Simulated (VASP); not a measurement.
Crystal: HfZr4C3.

```
CELL_PARAMETERS angstrom
-3.24409 3.24409 3.46129
3.24409 -3.24409 3.46129
3.24409 3.24409 -3.46129
ATOMIC_POSITIONS crystal
Zr 0.27571 0.27571 0.55141
Zr 0.72429 0.72429 0.44859
Zr 0.27571 0.72429 0.00000
Zr 0.72429 0.27571 0.00000
Hf 0.00000 0.00000 0.00000
C 0.75000 0.25000 0.50000
C 0.25000 0.75000 0.50000
C 0.50000 0.50000 0.00000
```

The cell was built from a structure type or drawn by symmetry, and may not be a known phase.

- Program: VASP 6.6.1
- Task: relaxation of cell and atoms
- Functional: PBE
- Potentials or basis: VASP PAW PBE potentials, release 64 (Zr_sv, Hf_pv, C)
- Cutoff: 600 eV
- k mesh: 4 × 4 × 4
- Occupations: gaussian, width 0.2 eV
- Spin: no spin polarisation

At the start: pressure -0.6 GPa; volume 18.21 Å³/atom.

Question: Where does the relaxation end?

Answer: Over 11 steps the energy falls by 488.5 meV/atom and the volume is 16.00 Å³/atom (-12.2 %); space group I4/mmm (No. 139, to 0.1 Å) before and after.

The path:
| step | energy change (eV) | largest force (eV/Å) | pressure (GPa) | volume (Å³) |
| --- | --- | --- | --- | --- |
| 1 | 0.0000 | 0.8286 | -0.57 | 145.71 |
| 2 | -2.2459 | 1.4757 | -8.36 | 142.95 |
| 3 | -2.8688 | 2.4639 | -10.01 | 138.92 |
| 4 | -2.8361 | 2.1891 | -10.09 | 140.31 |
| 5 | -3.4164 | 1.7532 | 6.29 | 120.94 |
| 6 | -3.6304 | 1.7659 | -0.73 | 126.99 |
| 7 | -3.8688 | 0.2983 | 2.63 | 125.55 |
| 8 | -3.8859 | 0.1641 | 1.75 | 125.84 |
| 9 | -3.9043 | 0.0787 | -0.34 | 128.15 |
| 10 | -3.9043 | 0.0761 | -0.37 | 128.23 |
| 11 | -3.9076 | 0.0200 | -0.14 | 127.99 |

Final structure:
```cif
data_structure
_symmetry_space_group_name_H-M 'P 1'
_symmetry_Int_Tables_number 1
_cell_length_a 5.5855
_cell_length_b 5.5855
_cell_length_c 5.5855
_cell_angle_alpha 102.938
_cell_angle_beta 102.938
_cell_angle_gamma 123.518
_cell_volume 127.99
loop_
_atom_site_label
_atom_site_type_symbol
_atom_site_fract_x
_atom_site_fract_y
_atom_site_fract_z
_atom_site_occupancy
Zr1 Zr 0.28062 0.28062 0.56124 1
Zr2 Zr 0.71938 0.71938 0.43877 1
Zr3 Zr 0.28062 0.71938 0.00000 1
Zr4 Zr 0.71938 0.28062 0.00000 1
Hf1 Hf 0.00000 0.00000 0.00000 1
C1 C 0.75000 0.25000 0.50000 1
C2 C 0.25000 0.75000 0.50000 1
C3 C 0.50000 0.50000 0.00000 1
```
